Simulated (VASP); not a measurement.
# CoO (Fm-3m) in VASP: a series of runs

The runs below take CoO through single point, with LDA+U.

Everything below comes from runs of VASP 6.6.1. Logs are shortened: lines on timing, memory, paths and dates and some standing lists are left out, and cuts for length are marked.

### 1 The cell of the first run

Symmetry: Fm-3m, No. 225, cubic system. The conventional cell has a = 4.197 Å, b = 4.197 Å, c = 4.197 Å, α = 90.00°, β = 90.00°, γ = 90.00°. Within 2.8 Å of Co (site symmetry m-3m) lie 6 O at 2.10 Å. O (site symmetry m-3m) has 6 Co at 2.10 Å within 2.8 Å.

### 2 Single point, LDA+U, collinear spin, ferromagnetic start (9.24 Å³/atom)

File INCAR:

```
SYSTEM = CoO
  PREC = Accurate
  ENCUT = 1340
  EDIFF = 1E-6
  ISMEAR = 0
  SIGMA = 0.05
  LREAL = .FALSE.
  LASPH = .TRUE.
  NELM = 200
  ALGO = Normal
  ISIF = 2
  LWAVE = .FALSE.
  LCHARG = .FALSE.
  ISPIN = 2
  MAGMOM = 2.81 0.3
  LORBIT = 11
  LMAXMIX = 4
  LDAU = .TRUE.
  LDAUTYPE = 2
  LDAUL = 2 -1
  LDAUU = 3.3 0
  LDAUJ = 0 0
  LDAUPRINT = 1
  NBANDS = 22
  GGA_COMPAT = .FALSE.
```

File KPOINTS:

```
regular mesh
0
G
  10 10 10
  0 0 0
```

File POSCAR:

```
CoO
1.0
    0.0000000000      2.0984239479      2.0984239479
    2.0984239479      0.0000000000      2.0984239479
    2.0984239479      2.0984239479      0.0000000000
Co O
1 1
Direct
    0.0000000000      0.0000000000      0.0000000000
    0.5000000000      0.5000000000      0.5000000000
```

Potentials or basis: VASP PAW LDA potentials, release 64 (Co_sv, O_h).

Run with:

```bash
> cat potpaw_LDA.64/Co_sv/POTCAR potpaw_LDA.64/O_h/POTCAR > POTCAR
> mpirun -np 1 vasp_std > vasp.out
```

OUTCAR:

```text
SYSTEM = CoO
   PREC = Accurate
   ENCUT = 1340
   EDIFF = 1E-6
   ISMEAR = 0
   LREAL = .FALSE.
   LASPH = .TRUE.
   NELM = 200
   ISIF = 2
   ISPIN = 2
   LORBIT = 11

 ion  position               nearest neighbor table
   1  0.000  0.000  0.000-
   2  0.500  0.500  0.500-

  LATTYP: Found a face centered cubic cell.
 ALAT       =     4.1968478958

  Lattice vectors:

 A1 = (   0.0000000000,   2.0984239479,   2.0984239479)
 A2 = (   2.0984239479,   0.0000000000,   2.0984239479)
 A3 = (   2.0984239479,   2.0984239479,   0.0000000000)

Analysis of symmetry for initial positions (statically):
=====================================================================
 Subroutine PRICEL returns:
 Original cell was already a primitive cell.

 Routine SETGRP: Setting up the symmetry group for a
 face centered cubic supercell.

 Subroutine GETGRP returns: Found 48 space group operations
 (whereof 48 operations were pure point group operations)
 out of a pool of 48 trial point group operations.

The static configuration has the point symmetry O_h .

Analysis of symmetry for dynamics (positions and initial velocities):
=====================================================================
 Subroutine PRICEL returns:
 Original cell was already a primitive cell.

 Routine SETGRP: Setting up the symmetry group for a
 face centered cubic supercell.

 Subroutine GETGRP returns: Found 48 space group operations
 (whereof 48 operations were pure point group operations)
 out of a pool of 48 trial point group operations.

The dynamic configuration has the point symmetry O_h .

Analysis of structural, dynamic, and magnetic symmetry:
=====================================================================
 Subroutine PRICEL returns:
 Original cell was already a primitive cell.

 Routine SETGRP: Setting up the symmetry group for a
 face centered cubic supercell.

 Subroutine GETGRP returns: Found 48 space group operations
 (whereof 48 operations were pure point group operations)
 out of a pool of 48 trial point group operations.

The overall configuration has the point symmetry O_h .

 Subroutine INISYM returns: Found 48 space group operations
 (whereof 48 operations are pure point group operations),
 and found     1 'primitive' translations

----------------------------------------------------------------------------------------

                                     Primitive cell

  volume of cell :      18.4803

  direct lattice vectors                    reciprocal lattice vectors
     0.000000000  2.098423948  2.098423948    -0.238274063  0.238274063  0.238274063
     2.098423948  0.000000000  2.098423948     0.238274063 -0.238274063  0.238274063
     2.098423948  2.098423948  0.000000000     0.238274063  0.238274063 -0.238274063

  length of vectors
     2.967619607  2.967619607  2.967619607     0.412702783  0.412702783  0.412702783

  position of ions in fractional coordinates (direct lattice)
     0.000000000  0.000000000  0.000000000
     0.500000000  0.500000000  0.500000000

  ion indices of the primitive-cell ions
   primitive index   ion index
                 1           1
                 2           2

----------------------------------------------------------------------------------------

 KPOINTS: regular mesh

Automatic generation of k-mesh.
 Grid dimensions read from file:
 generate k-points for:   10   10   10

 Generating k-lattice:

[... 60 lines left out ...]
   NELM   =    200;   NELMIN=  2; NELMDL= -5     # of ELM steps
   EDIFF  = 0.1E-05   stopping-criterion for ELM
   LREAL  =      F    real-space projection
   EDIFFG = 0.1E-04   stopping-criterion for IOM
   NSW    =      0    number of steps for IOM
   IBRION =     -1    ionic relax: 0-MD 1-quasi-New 2-CG
   NFREE  =      0    steps in history (QN), initial steepest desc. (CG)
   ISIF   =      2    stress and relaxation
   ISYM   =      2    0-nonsym 1-usesym 2-fastsym
   POTIM  = 0.5000    time-step for ionic-motion
   TEBEG  =    0.0;   TEEND  =   0.0 temperature during run
   PSTRESS=    0.0 pullay stress
   NELECT =      23.0000    total number of electrons
   NUPDOWN=      -1.0000    fix difference up-down
   EMIN   =  10.00;   EMAX   =-10.00  energy-range for DOS
   EFERMI =   0.00;   METHOD = LEGACY
   ISMEAR =     0;   SIGMA  =   0.05  broadening in eV -4-tet -1-fermi 0-gaus
   EFERMI_NEDOS =   21; number of points for ismear=-14 and -15
   IALGO  =     38    algorithm
   IMIX   =      4    mixing-type and parameters
     AMIX     =   0.40;   BMIX     =  1.00
     AMIX_MAG =   1.60;   BMIX_MAG =  1.00
  volume/ion in A,a.u.               =       9.24        62.36
  Fermi-wavevector in a.u.,A,eV,Ry     =   1.760952  3.327717 42.191018  3.100952
  Thomas-Fermi vector in A             =   2.829617
   LORBIT       =     11    0 simple, 1 ext, 2 COOP (PROOUT), +10 PAW based schemes
 LDA+U is selected, type is set to LDAUTYPE =  2
   angular momentum for each species LDAUL =     2   -1
   U (eV)           for each species LDAUU =   3.3  0.0
   J (eV)           for each species LDAUJ =   0.0  0.0
   GGA     = CA    functional components
   LHFCALC =     F    Hartree Fock is set to
   AEXX    =    0.0000 exact exchange contribution
   IVDW    =     0    specifies the selected vdW correction
   LEPSILON=     F    determine dielectric tensor
   LRPA    =     F    only Hartree local field effects (RPA)
 spin polarized calculation
 Gauss-broadening in eV      SIGMA  =   0.05
  energy-cutoff  :     1340.00
  volume of cell :       18.48
 maximum number of plane-waves:      2085
   NGX = 17   NGY = 17   NGZ = 17

atom =   1  type =  1  l = 2

 onsite density matrix

spin component  1

  0.9216  0.0000  0.0000  0.0000 -0.0000
  0.0000  0.9216  0.0000  0.0000 -0.0000
  0.0000  0.0000  0.9561  0.0000  0.0000
  0.0000  0.0000  0.0000  0.9216  0.0000
 -0.0000 -0.0000  0.0000  0.0000  0.9561

spin component  2

  0.6002 -0.0000  0.0000 -0.0000 -0.0000
 -0.0000  0.6002  0.0000 -0.0000 -0.0000
  0.0000  0.0000  0.1219 -0.0000  0.0000
 -0.0000 -0.0000 -0.0000  0.6002 -0.0000
 -0.0000 -0.0000  0.0000 -0.0000  0.1219

 occupancies and eigenvectors

  o =  0.1219  v =  0.0000  0.0000  0.0000  0.0000  0.0000  0.0000  0.0000 -0.9993 -0.0000  0.0378      0.0000  0.0000  0.0000  0.0000  0.0000  0.0000  0.0000  0.0000  0.0000  0.0000
  o =  0.1219  v =  0.0000  0.0000  0.0000  0.0000  0.0000  0.0000 -0.0000  0.0378  0.0000  0.9993      0.0000  0.0000  0.0000  0.0000  0.0000  0.0000  0.0000  0.0000  0.0000  0.0000
  o =  0.6002  v =  0.0000  0.0000  0.0000  0.0000  0.0000  1.0000  0.0000  0.0000  0.0000  0.0000      0.0000  0.0000  0.0000  0.0000  0.0000  0.0000  0.0000  0.0000  0.0000  0.0000
  o =  0.6002  v =  0.0000  0.0000  0.0000  0.0000  0.0000  0.0000  0.7896 -0.0000 -0.6137 -0.0000      0.0000  0.0000  0.0000  0.0000  0.0000  0.0000  0.0000  0.0000  0.0000  0.0000
  o =  0.6002  v =  0.0000  0.0000  0.0000  0.0000  0.0000  0.0000 -0.6137 -0.0000 -0.7896  0.0000      0.0000  0.0000  0.0000  0.0000  0.0000  0.0000  0.0000  0.0000  0.0000  0.0000
  o =  0.9216  v =  0.0000  0.4768 -0.0000  0.8790 -0.0000  0.0000  0.0000  0.0000  0.0000  0.0000      0.0000  0.0000  0.0000  0.0000  0.0000  0.0000  0.0000  0.0000  0.0000  0.0000
  o =  0.9216  v =  0.0000 -0.8790 -0.0000  0.4768 -0.0000  0.0000  0.0000  0.0000  0.0000  0.0000      0.0000  0.0000  0.0000  0.0000  0.0000  0.0000  0.0000  0.0000  0.0000  0.0000
  o =  0.9216  v =  1.0000  0.0000  0.0000  0.0000  0.0000  0.0000  0.0000  0.0000  0.0000  0.0000      0.0000  0.0000  0.0000  0.0000  0.0000  0.0000  0.0000  0.0000  0.0000  0.0000
  o =  0.9561  v =  0.0000  0.0000  0.0016 -0.0000 -1.0000  0.0000  0.0000  0.0000  0.0000  0.0000      0.0000  0.0000  0.0000  0.0000  0.0000  0.0000  0.0000  0.0000  0.0000  0.0000
  o =  0.9561  v =  0.0000  0.0000 -1.0000 -0.0000 -0.0016  0.0000  0.0000  0.0000  0.0000  0.0000      0.0000  0.0000  0.0000  0.0000  0.0000  0.0000  0.0000  0.0000  0.0000  0.0000

 number of electron      23.0000001 magnetization       2.9998118

 Free energy of the ion-electron system (eV)
  ---------------------------------------------------
  ext. energy  EPLUGINS =         0.00000000
  ---------------------------------------------------
  free energy    TOTEN  =       -12.59858525 eV

  energy without entropy =      -12.59399699  energy(sigma->0) =      -12.59629112

 E-fermi :   9.3776     XC(G=0): -13.4718

 val. band max:        9.3768188388   @ k =  -0.4000   0.4000   0.0000
 cond. band min:       9.3852114552   @ k =  -0.2000   0.3000   0.1000
 fundamental gap:      0.0083926164
 Fermi energy:         9.3776106886

 spin component 1

 k-point     1 :       0.0000    0.0000    0.0000
  band No.  band energies     occupation
      1     -86.2942      1.00000
      2     -50.1005      1.00000
      3     -50.1005      1.00000
      4     -50.1005      1.00000
      5     -10.6095      1.00000
      6       4.9293      1.00000
[... 1193 lines left out ...]
     21      40.1314      0.00000
     22      41.2913      0.00000

 [... further k-points ...]

------------------------ aborting loop because EDIFF is reached ----------------------------------------

  FORCE on cell =-STRESS in cart. coord.  units (eV):
  Direction    XX          YY          ZZ          XY          YZ          ZX
  --------------------------------------------------------------------------------------
  -------------------------------------------------------------------------------------
  Total       -1.0226928     -1.0226928     -1.0226928     -0.0000000      0.0000000     -0.0000000
  in kB      -88.6637489    -88.6637489    -88.6637489     -0.0000000      0.0000000     -0.0000000
  external PRESSURE =     -88.6637489 kB  Pullay stress =       0.0000000 kB

 VOLUME and BASIS-vectors are now :
 -----------------------------------------------------------------------------
  energy-cutoff  :     1340.00
  volume of cell :       18.48
      direct lattice vectors                 reciprocal lattice vectors
     0.000000000  2.098423948  2.098423948    -0.238274063  0.238274063  0.238274063
     2.098423948  0.000000000  2.098423948     0.238274063 -0.238274063  0.238274063
     2.098423948  2.098423948  0.000000000     0.238274063  0.238274063 -0.238274063

 POSITION                                       TOTAL-FORCE (eV/Angst)
 -----------------------------------------------------------------------------------
      0.00000      0.00000      0.00000         0.000000      0.000000     -0.000000
      2.09842      2.09842      2.09842         0.000000     -0.000000      0.000000
 -----------------------------------------------------------------------------------
    total drift:                                0.000000      0.000000      0.000000

  FREE ENERGIE OF THE ION-ELECTRON SYSTEM (eV)
  ---------------------------------------------------
  free  energy   TOTEN  =       -12.5985852548 eV

  energy  without entropy=      -12.5939969949  energy(sigma->0) =      -12.59629112

 total charge

# of ion       s       p       d       tot
------------------------------------------
    1        2.152   6.072   6.695  14.919
    2        1.022   2.317   0.000   3.339
--------------------------------------------------
tot          3.174   8.389   6.695  18.258

 magnetization (x)

# of ion       s       p       d       tot
------------------------------------------
    1        0.013   0.010   2.628   2.652
    2        0.026   0.192   0.000   0.219
--------------------------------------------------
tot          0.039   0.203   2.628   2.870
```

Wall time 4.9 min (1 thread of Intel Xeon Platinum 8375C at 2.90GHz (Ice Lake), shared host); peak memory 0.25 GiB.

Results:

| Quantity | Value |
| --- | --- |
| Free energy | -12.5986 eV |
| Pressure | -8.9 GPa |
| Band gap on the k mesh | zero (filled and empty bands overlap) |
| Net moment | 3.00 μB per cell |
| Site moments | Co +2.65; O +0.22 μB |
| Valence electrons inside the program's atomic spheres | Co 14.92; O 3.34 |

Eigenvalues of the final occupation matrices:
```tsv
site	spin	trace	eigenvalues
site 1 d	1	4.68	0.92 0.92 0.92 0.96 0.96
site 1 d	2	2.04	0.12 0.12 0.60 0.60 0.60
```

Caveat: the cell stands under tension; a cell with one magnetic atom can't hold antiferromagnetic order, which such compounds often take. The state reached can hang on the start; a lower one may exist.

(Continued in part 2 of 2.)
